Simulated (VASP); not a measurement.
SiC: single point with PBE

The system is SiC.

```
CELL_PARAMETERS angstrom
0.06011 2.16302 2.16302
2.16302 0.06011 2.16302
2.16302 2.16302 0.06011
ATOMIC_POSITIONS crystal
Si 0.00146 0.00146 0.00146
C 0.24854 0.24854 0.24854
```

This cell differs from its parent crystal: epitaxial 111 strain -3.5%.

```
Program                : VASP 6.6.1
Task                   : single point
Functional             : PBE
Potentials or basis    : VASP PAW PBE potentials, release 64 (Si, C)
Cutoff                 : 520 eV
k mesh                 : 10 × 10 × 10
Occupations            : fermi-dirac, width 0.02 eV
Spin                   : no spin polarisation
Dipole correction      : no
Further INCAR settings : ALGO = Normal; EDIFF = 1e-07; NBANDS = 11
```

```json
{"Pressure": "19.8 GPa", "Largest force": "0.051 eV/Å", "Band gap on the k mesh": "1.08 eV, indirect (least direct gap 4.29 eV)"}
```

Forces on the atoms (eV/Å):
```
Si   0.029  0.029  0.029
C   -0.029 -0.029 -0.029
```

Stress tensor (GPa, compression positive):
```
19.84 -7.88 -7.88
-7.88 19.84 -7.88
-7.88 -7.88 19.84
```

Levels at points of the mesh, in eV from the valence-band top:
```csv
k point,band 1,band 2,band 3,band 4,band 5,band 6,band 7,band 8
"(0.00, 0.00, 0.00)",-16.09,-0.49,0.00,0.00,6.10,7.72,7.93,7.93
"(0.50, 0.00, 0.00)",-12.17,-9.01,-1.44,-1.20,5.60,7.00,7.42,10.19
"(0.50, 0.50, 0.00)",-10.76,-8.17,-3.73,-3.21,1.08,4.44,14.42,14.54
"(0.50, 0.50, 0.50)",-12.58,-9.22,-0.93,-0.93,6.49,7.74,7.74,10.42
```

Run time: 8.9 s on 1 thread of Intel(R) Xeon(R) 6975P-C (Granite Rapids), with other jobs on the host, peak memory 0.14 GiB.

Caveat: the cell differs from its parent crystal (epitaxial 111 strain -3.5%). A k mesh can miss the band edges.
